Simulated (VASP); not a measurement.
Wanted: the native input for a VASP 6.6.1 run.

```yaml
Task: electric field gradients
Functional: PBE
Potentials_or_basis: VASP PAW PBE potentials, release 64 (Hg_sv_GW)
Cutoff: 410 eV
k_mesh: 8 × 8 × 8
Occupations: fermi-dirac, width 0.05 eV
Spin: no spin polarisation
Dipole_correction: no
Further_INCAR_settings: ALGO = Normal; EDIFF = 1e-08; NBANDS = 27
```

The structure of Hg lies in POSCAR:

```
Hg
1.0
    0.0000000000      3.3303445432      3.3303445432
    3.3303445432      0.0000000000      3.3303445432
    3.3303445432      3.3303445432      0.0000000000
Hg
2
Direct
   -0.2375000000     -0.0875000000     -0.0875000000
    0.2375000000      0.0875000000      0.0875000000
```

This cell differs from its parent crystal: shortest bond scaled by 0.7.

One way to write it, as run:

INCAR

```
ALGO = Normal
EDIFF = 1E-8
ENCUT = 410
GGA = PE
GGA_COMPAT = F
ISIF = 2
ISMEAR = -1
LASPH = T
LCHARG = F
LEFG = T
LREAL = F
LWAVE = F
NBANDS = 27
NELM = 120
PREC = Accurate
SIGMA = 0.05
```

KPOINTS

```
k-points
0
Gamma
  8 8 8
```

Potentials or basis: VASP PAW PBE potentials, release 64 (Hg_sv_GW).

Command:

```console
$ cat potpaw_PBE.64/Hg_sv_GW/POTCAR > POTCAR
$ mpirun -np 1 vasp_std > vasp.out
```

Results of the run:

```yaml
Pressure: 30.7 GPa
Largest_force: 23.976 eV/Å
Band_gap_on_the_k_mesh: zero (bands 20 and 21 overlap by 3.32 eV)
Largest_electric_field_gradient_by_atom: Hg -466.4 V/Å²
```

Caveat: the cell differs from its parent crystal (shortest bond scaled by 0.7); the cell stands under pressure; without QUAD_EFG the Cq values of the log hold for a quadrupole moment of 1 mb, not for the nuclei; spin-orbit coupling is left out, which moves the levels of the heavy elements; forces of over 1 eV/Å act on the atoms, so gaps and moduli don't describe the material at rest.

Wall time 40 s on 1 thread of Intel(R) Xeon(R) 6975P-C (Granite Rapids), with other jobs on the host, peak memory 0.23 GiB.
